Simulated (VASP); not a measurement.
# Li3InF6 (Fm-3m) in VASP: a series of runs

Runs on Li3InF6. Level: PBE. Tasks: single point.

Program: VASP 6.6.1. These are calculated values, not measurements. Logs are shortened: lines on timing, memory, paths and dates and some standing lists are left out, and cuts for length are marked.

## (1) The cell of the first run

It takes space group Fm-3m (No. 225, cubic). The conventional cell has a = 8.092 Å, b = 8.092 Å, c = 8.092 Å, α = 90.00°, β = 90.00°, γ = 90.00°. Li (site symmetry -43m) has 12 F at 2.86 Å and 4 Li at 3.50 Å and 4 In at 3.50 Å within 3.8 Å. Li (site symmetry m-3m) has 6 F at 1.97 Å within 2.6 Å. In (site symmetry m-3m) has 6 F at 2.07 Å within 2.7 Å. Within 2.6 Å of F (site symmetry 4mm) lie 1 Li at 1.97 Å and 1 In at 2.07 Å.

## (2) Single point, PBE

INCAR reads:

```
ALGO = Normal
EDIFF = 1E-7
ENCUT = 520
GGA = PE
ISIF = 2
ISMEAR = 0
LASPH = True
LCHARG = True
LELF = True
LREAL = False
LVHAR = True
LWAVE = False
NBANDS = 43
NELM = 100
PREC = Accurate
SIGMA = 0.01
```

KPOINTS reads:

```
k-points
0
Gamma
  4 4 4
```

POSCAR reads:

```
Li3InF6
1.0
    0.0000000000      4.0460557138      4.0460557138
    4.0460557138      0.0000000000      4.0460557138
    4.0460557138      4.0460557138      0.0000000000
Li In F
3 1 6
Direct
    0.2500000932      0.2500000932      0.2500000932
    0.7499999068      0.7499999068      0.7499999068
    0.5000000000      0.5000000000      0.5000000000
    0.0000000000      0.0000000000      0.0000000000
    0.2561418377      0.2561418377      0.7438582776
    0.2561417224      0.7438581623      0.7438581623
    0.7438581623      0.7438581623      0.2561417224
    0.2561418377      0.7438582776      0.2561418377
    0.7438581623      0.2561417224      0.7438581623
    0.7438582776      0.2561418377      0.2561418377
```

Potentials or basis: VASP PAW PBE potentials, release 64 (Li_sv, In_d, F).

Run with:

```console
$ cat potpaw_PBE.64/Li_sv/POTCAR potpaw_PBE.64/In_d/POTCAR potpaw_PBE.64/F/POTCAR > POTCAR
$ mpirun -np 1 vasp_std > vasp.out
```

OUTCAR:

```text
EDIFF = 1E-7
   ENCUT = 520
   GGA = PE
   ISIF = 2
   ISMEAR = 0
   LASPH = True
   LREAL = False
   NELM = 100
   PREC = Accurate

 ion  position               nearest neighbor table
   1  0.250  0.250  0.250-
   2  0.750  0.750  0.750-
   3  0.500  0.500  0.500-   5 1.97   6 1.97   7 1.97   8 1.97   9 1.97  10 1.97
   4  0.000  0.000  0.000-   5 2.07   6 2.07   7 2.07   8 2.07   9 2.07  10 2.07
   5  0.256  0.256  0.744-   3 1.97   4 2.07
   6  0.256  0.744  0.744-   3 1.97   4 2.07
   7  0.744  0.744  0.256-   3 1.97   4 2.07
   8  0.256  0.744  0.256-   3 1.97   4 2.07
   9  0.744  0.256  0.744-   3 1.97   4 2.07
  10  0.744  0.256  0.256-   3 1.97   4 2.07

  LATTYP: Found a face centered cubic cell.
 ALAT       =     8.0921114276

  Lattice vectors:

 A1 = (   0.0000000000,   4.0460557138,   4.0460557138)
 A2 = (   4.0460557138,   0.0000000000,   4.0460557138)
 A3 = (   4.0460557138,   4.0460557138,   0.0000000000)

Analysis of symmetry for initial positions (statically):
=====================================================================
 Subroutine PRICEL returns:
 Original cell was already a primitive cell.

 Routine SETGRP: Setting up the symmetry group for a
 face centered cubic supercell.

 Subroutine GETGRP returns: Found 48 space group operations
 (whereof 48 operations were pure point group operations)
 out of a pool of 48 trial point group operations.

The static configuration has the point symmetry O_h .

Analysis of symmetry for dynamics (positions and initial velocities):
=====================================================================
 Subroutine PRICEL returns:
 Original cell was already a primitive cell.

 Routine SETGRP: Setting up the symmetry group for a
 face centered cubic supercell.

 Subroutine GETGRP returns: Found 48 space group operations
 (whereof 48 operations were pure point group operations)
 out of a pool of 48 trial point group operations.

The dynamic configuration has the point symmetry O_h .

 Subroutine INISYM returns: Found 48 space group operations
 (whereof 48 operations are pure point group operations),
 and found     1 'primitive' translations

----------------------------------------------------------------------------------------

                                     Primitive cell

  volume of cell :     132.4725

  direct lattice vectors                    reciprocal lattice vectors
     0.000000000  4.046055714  4.046055714    -0.123577142  0.123577142  0.123577142
     4.046055714  0.000000000  4.046055714     0.123577142 -0.123577142  0.123577142
     4.046055714  4.046055714  0.000000000     0.123577142  0.123577142 -0.123577142

  length of vectors
     5.721986865  5.721986865  5.721986865     0.214041888  0.214041888  0.214041888

  position of ions in fractional coordinates (direct lattice)
     0.250000093  0.250000093  0.250000093
     0.749999907  0.749999907  0.749999907
     0.500000000  0.500000000  0.500000000
     0.000000000  0.000000000  0.000000000
     0.256141838  0.256141838  0.743858278
     0.256141722  0.743858162  0.743858162
     0.743858162  0.743858162  0.256141722
     0.256141838  0.743858278  0.256141838
     0.743858162  0.256141722  0.743858162
     0.743858278  0.256141838  0.256141838

  ion indices of the primitive-cell ions
   primitive index   ion index
                 1           1
                 2           2
                 3           3
                 4           4
                 5           5
                 6           6
                 7           7
                 8           8
                 9           9
                10          10

----------------------------------------------------------------------------------------

 KPOINTS: k-points

Automatic generation of k-mesh.
 Grid dimensions read from file:
 generate k-points for:    4    4    4

 Generating k-lattice:

  Cartesian coordinates                     Fractional coordinates (reciprocal lattice)
    -0.030894285  0.030894285  0.030894285     0.250000000  0.000000000  0.000000000
     0.030894285 -0.030894285  0.030894285     0.000000000  0.250000000  0.000000000
     0.030894285  0.030894285 -0.030894285     0.000000000  0.000000000  0.250000000

  Length of vectors
     0.053510472  0.053510472  0.053510472

  Shift w.r.t. Gamma in fractional coordinates (k-lattice)
     0.000000000  0.000000000  0.000000000

 Subroutine IBZKPT returns following result:
 ===========================================

 Found      8 irreducible k-points:

 Following reciprocal coordinates:
            Coordinates               Weight
  0.000000  0.000000  0.000000      1.000000
  0.250000  0.000000  0.000000      8.000000
  0.500000  0.000000  0.000000      4.000000
  0.250000  0.250000  0.000000      6.000000
  0.500000  0.250000  0.000000     24.000000
 -0.250000  0.250000  0.000000     12.000000
  0.500000  0.500000  0.000000      3.000000
 -0.250000  0.500000  0.250000      6.000000
   k-points           NKPTS =      8   k-points in BZ     NKDIM =      8   number of bands    NBANDS=     43
   number of dos      NEDOS =    301   number of ions     NIONS =     10
   total plane-waves  NPLWV = 110592
   dimension x,y,z NGX =    48 NGY =   48 NGZ =   48
   dimension x,y,z NGXF=    96 NGYF=   96 NGZF=   96
   ions per type =               3   1   6
   NGX,Y,Z   is equivalent  to a cutoff of  13.95, 13.95, 13.95 a.u.
   NGXF,Y,Z  is equivalent  to a cutoff of  27.89, 27.89, 27.89 a.u.
 SYSTEM =  unknown system
   PREC   = accura    normal or accurate (medium, high low for compatibility)
   ISTART =      0    job   : 0-new  1-cont  2-samecut
   ICHARG =      2    charge: 1-file 2-atom 10-const
   ISPIN  =      1    spin polarized calculation?
   LNONCOLLINEAR =      F non collinear calculations
   LSORBIT =      F    spin-orbit coupling
   LASPH  =      T    aspherical Exc in radial PAW
   ENCUT  =  520.0 eV  38.22 Ry    6.18 a.u.  10.64 10.64 10.64*2*pi/ulx,y,z
   NELM   =    100;   NELMIN=  2; NELMDL= -5     # of ELM steps
   EDIFF  = 0.1E-06   stopping-criterion for ELM
   LREAL  =      F    real-space projection
   EDIFFG = 0.1E-05   stopping-criterion for IOM
   NSW    =      0    number of steps for IOM
   IBRION =     -1    ionic relax: 0-MD 1-quasi-New 2-CG
   NFREE  =      0    steps in history (QN), initial steepest desc. (CG)
   ISIF   =      2    stress and relaxation
   ISYM   =      2    0-nonsym 1-usesym 2-fastsym
   POTIM  = 0.5000    time-step for ionic-motion
   TEBEG  =    0.0;   TEEND  =   0.0 temperature during run
   PSTRESS=    0.0 pullay stress
   NELECT =      64.0000    total number of electrons
   NUPDOWN=      -1.0000    fix difference up-down
   EMIN   =  10.00;   EMAX   =-10.00  energy-range for DOS
   EFERMI =   0.00;   METHOD = LEGACY
   ISMEAR =     0;   SIGMA  =   0.01  broadening in eV -4-tet -1-fermi 0-gaus
   EFERMI_NEDOS =   21; number of points for ismear=-14 and -15
   IALGO  =     38    algorithm
   IMIX   =      4    mixing-type and parameters
     AMIX     =   0.40;   BMIX     =  1.00
     AMIX_MAG =   1.60;   BMIX_MAG =  1.00
  volume/ion in A,a.u.               =      13.25        89.40
  Fermi-wavevector in a.u.,A,eV,Ry     =   1.284575  2.427496 22.451439  1.650134
  Thomas-Fermi vector in A             =   2.416761
   LORBIT       =      0    0 simple, 1 ext, 2 COOP (PROOUT), +10 PAW based schemes
   GGA     = PE    functional components
   LHFCALC =     F    Hartree Fock is set to
   AEXX    =    0.0000 exact exchange contribution
   IVDW    =     0    specifies the selected vdW correction
   LEPSILON=     F    determine dielectric tensor
   LRPA    =     F    only Hartree local field effects (RPA)
 non-spin polarized calculation
 Gauss-broadening in eV      SIGMA  =   0.01
  energy-cutoff  :      520.00
  volume of cell :      132.47
 maximum number of plane-waves:      3591
 NGX is ok and might be reduce to    48
   NGX = 21   NGY = 21   NGZ = 21

 number of electron      64.0000020 magnetization

 Free energy of the ion-electron system (eV)
  ---------------------------------------------------
  ext. energy  EPLUGINS =         0.00000000
  ---------------------------------------------------
  free energy    TOTEN  =       -44.38758245 eV

  energy without entropy =      -44.38758245  energy(sigma->0) =      -44.38758245

 E-fermi :  -1.3707     XC(G=0):  -8.5751

 val. band max:       -1.4343361016   @ k =   0.0000   0.0000   0.0000
 cond. band min:       3.4309052246   @ k =   0.0000   0.0000   0.0000
 fundamental gap:      4.8652413262
 Fermi energy:        -1.3707395887

 k-point     1 :       0.0000    0.0000    0.0000
  band No.  band energies     occupation
      1     -45.6582      2.00000
      2     -45.6577      2.00000
      3     -41.8175      2.00000
      4     -21.5610      2.00000
      5     -21.0815      2.00000
      6     -21.0815      2.00000
[... 35 lines left out ...]
     42      11.2167      0.00000
     43      11.2168      0.00000

 k-point     2 :       0.2500    0.0000    0.0000
  band No.  band energies     occupation
      1     -45.6581      2.00000
      2     -45.6578      2.00000
      3     -41.8175      2.00000
      4     -21.4994      2.00000
      5     -21.1499      2.00000
      6     -21.1285      2.00000
[... 35 lines left out ...]
     42      11.2073      0.00000
     43      11.2073      0.00000

 k-point     3 :       0.5000    0.0000    0.0000
  band No.  band energies     occupation
      1     -45.6580      2.00000
      2     -45.6580      2.00000
      3     -41.8175      2.00000
      4     -21.3896      2.00000
      5     -21.2664      2.00000
      6     -21.1525      2.00000
[... 35 lines left out ...]
     42      12.2066      0.00000
     43      12.2067      0.00000

 k-point     4 :       0.2500    0.2500    0.0000
  band No.  band energies     occupation
      1     -45.6581      2.00000
      2     -45.6579      2.00000
      3     -41.8175      2.00000
      4     -21.4831      2.00000
      5     -21.1908      2.00000
      6     -21.0869      2.00000
[... 35 lines left out ...]
     42      11.1541      0.00000
     43      11.8325      0.00000

 k-point     5 :       0.5000    0.2500    0.0000
  band No.  band energies     occupation
      1     -45.6580      2.00000
      2     -45.6579      2.00000
      3     -41.8175      2.00000
      4     -21.3844      2.00000
      5     -21.2588      2.00000
      6     -21.1303      2.00000
[... 35 lines left out ...]
     42      12.0896      0.00000
     43      12.3710      0.00000

 k-point     6 :      -0.2500    0.2500    0.0000
  band No.  band energies     occupation
      1     -45.6580      2.00000
      2     -45.6579      2.00000
      3     -41.8175      2.00000
      4     -21.4134      2.00000
      5     -21.2445      2.00000
      6     -21.1523      2.00000
[... 35 lines left out ...]
     42      11.5667      0.00000
     43      12.3747      0.00000

 k-point     7 :       0.5000    0.5000    0.0000
  band No.  band energies     occupation
      1     -45.6581      2.00000
      2     -45.6579      2.00000
      3     -41.8175      2.00000
      4     -21.3893      2.00000
      5     -21.2089      2.00000
      6     -21.1007      2.00000
[... 35 lines left out ...]
     42      12.5935      0.00000
     43      12.5969      0.00000

 k-point     8 :      -0.2500    0.5000    0.2500
  band No.  band energies     occupation
      1     -45.6580      2.00000
      2     -45.6580      2.00000
      3     -41.8175      2.00000
      4     -21.3298      2.00000
      5     -21.3029      2.00000
      6     -21.1029      2.00000
[... 35 lines left out ...]
     42      12.1260      0.00000
     43      12.7300      0.00000

------------------------ aborting loop because EDIFF is reached ----------------------------------------

  FORCE on cell =-STRESS in cart. coord.  units (eV):
  Direction    XX          YY          ZZ          XY          YZ          ZX
  --------------------------------------------------------------------------------------
  -------------------------------------------------------------------------------------
  Total       -0.0669173     -0.0669173     -0.0669173     -0.0000000     -0.0000000     -0.0000000
  in kB       -0.8093255     -0.8093255     -0.8093255     -0.0000000     -0.0000000     -0.0000000
  external PRESSURE =      -0.8093255 kB  Pullay stress =       0.0000000 kB

 VOLUME and BASIS-vectors are now :
 -----------------------------------------------------------------------------
  energy-cutoff  :      520.00
  volume of cell :      132.47
      direct lattice vectors                 reciprocal lattice vectors
     0.000000000  4.046055714  4.046055714    -0.123577142  0.123577142  0.123577142
     4.046055714  0.000000000  4.046055714     0.123577142 -0.123577142  0.123577142
     4.046055714  4.046055714  0.000000000     0.123577142  0.123577142 -0.123577142

 POSITION                                       TOTAL-FORCE (eV/Angst)
 -----------------------------------------------------------------------------------
      2.02303      2.02303      2.02303         0.000000     -0.000000     -0.000000
      6.06908      6.06908      6.06908         0.000000     -0.000000     -0.000000
      4.04606      4.04606      4.04606         0.000000     -0.000000     -0.000000
      0.00000      0.00000      0.00000         0.000000     -0.000000     -0.000000
      4.04606      4.04606      2.07273         0.000000     -0.000000      0.049445
      6.01938      4.04606      4.04606        -0.049445     -0.000000     -0.000000
      4.04606      4.04606      6.01938         0.000000     -0.000000     -0.049445
      4.04606      2.07273      4.04606         0.000000      0.049445     -0.000000
      4.04606      6.01938      4.04606         0.000000     -0.049445     -0.000000
      2.07273      4.04606      4.04606         0.049445     -0.000000     -0.000000
 -----------------------------------------------------------------------------------
    total drift:                               -0.000000     -0.000000      0.000000

  FREE ENERGIE OF THE ION-ELECTRON SYSTEM (eV)
  ---------------------------------------------------
  free  energy   TOTEN  =       -44.3875824491 eV

  energy  without entropy=      -44.3875824491  energy(sigma->0) =      -44.38758245
```

Wall time 69 s (1 thread of Intel Xeon Platinum 8488C (Sapphire Rapids), shared host); peak memory 0.32 GiB.

Results:

```yaml
Free_energy: -44.3876 eV
Largest_force: 0.049 eV/Å
Band_gap_on_the_k_mesh: 4.87 eV
```

Forces on the atoms (eV/Å):
```
Li   0.000  0.000  0.000
Li   0.000  0.000  0.000
Li   0.000  0.000  0.000
In   0.000  0.000  0.000
F    0.000  0.000  0.049
F   -0.049  0.000  0.000
F    0.000  0.000 -0.049
F    0.000  0.049  0.000
F    0.000 -0.049  0.000
F    0.049  0.000  0.000
```

Levels at points of the mesh, in eV from the valence-band top:
```
           k point  band 30  band 31  band 32  band 33  band 34  band 35
(0.00, 0.00, 0.00)     0.00     0.00     0.00     4.87     8.99     9.33
(0.50, 0.00, 0.00)    -0.30    -0.12    -0.12     6.28     7.48     9.29
(0.50, 0.50, 0.00)    -0.50    -0.11    -0.01     6.69     8.04     8.99
```

Caveat: the cutoff is under 1.25 times the usual one of these potentials, so pressure, stress and relaxed cells hold a basis-set (Pulay) error; spin-orbit coupling is left out, which moves the levels of the heavy elements.

## (3) Single point, PBE

INCAR reads:

```
PREC = Accurate
ENCUT = 520
EDIFF = 1E-7
ISMEAR = 0
SIGMA = 0.01
LREAL = F
LASPH = T
NELM = 80
ALGO = Normal
ISIF = 2
LWAVE = F
LCHARG = F
GGA = PE
NBANDS = 43
```

KPOINTS reads:

```
regular mesh
0
Gamma
  4 4 4
```

POSCAR reads:

```
Li3InF6
1.0
    0.0000000000      4.0472400000      4.0472400000
    4.0472400000      0.0000000000      4.0472400000
    4.0472400000      4.0472400000      0.0000000000
Li In F
3 1 6
Direct
    0.2500000000      0.2500000000      0.2500000000
    0.7500000000      0.7500000000      0.7500000000
    0.5000000000      0.5000000000      0.5000000000
    0.0000000000      0.0000000000      0.0000000000
    0.2561100000      0.2561100000      0.7438900000
    0.2561100000      0.7438900000      0.7438900000
    0.7438900000      0.7438900000      0.2561100000
    0.2561100000      0.7438900000      0.2561100000
    0.7438900000      0.2561100000      0.7438900000
    0.7438900000      0.2561100000      0.2561100000
```

Potentials or basis: VASP PAW PBE potentials, release 64 (Li_sv, In_d, F).

Run with:

```console
$ cat potpaw_PBE.64/Li_sv/POTCAR potpaw_PBE.64/In_d/POTCAR potpaw_PBE.64/F/POTCAR > POTCAR
$ mpirun -np 1 vasp_std > vasp.out
```

Wall time 71 s (1 thread of Intel Xeon Platinum 8488C (Sapphire Rapids), shared host); peak memory 0.32 GiB.

The run converged. Its results:

* Free energy: -44.3878 eV
* Largest force: 0.048 eV/Å
* Band gap on the k mesh: 4.86 eV

Forces on the atoms (eV/Å):
```
Li   0.000  0.000  0.000
Li   0.000  0.000  0.000
Li   0.000  0.000  0.000
In   0.000  0.000  0.000
F    0.000  0.000  0.048
F   -0.048  0.000  0.000
F    0.000  0.000 -0.048
F    0.000  0.048  0.000
F    0.000 -0.048  0.000
F    0.048  0.000  0.000
```

Levels at points of the mesh, in eV from the valence-band top:
```csv
k point,band 28,band 29,band 30,band 31,band 32,band 33,band 34,band 35,band 36,band 37
"(0.00, 0.00, 0.00)",-0.11,-0.11,0.00,0.00,0.00,4.86,8.99,9.33,10.71,10.71
"(0.50, 0.00, 0.00)",-0.35,-0.30,-0.29,-0.12,-0.12,6.28,7.48,9.29,10.11,10.11
"(0.50, 0.50, 0.00)",-0.64,-0.50,-0.50,-0.11,-0.01,6.69,8.04,8.99,8.99,9.53
```

Caveat: the cutoff is under 1.25 times the usual one of these potentials, so pressure, stress and relaxed cells hold a basis-set (Pulay) error; spin-orbit coupling is left out, which moves the levels of the heavy elements.
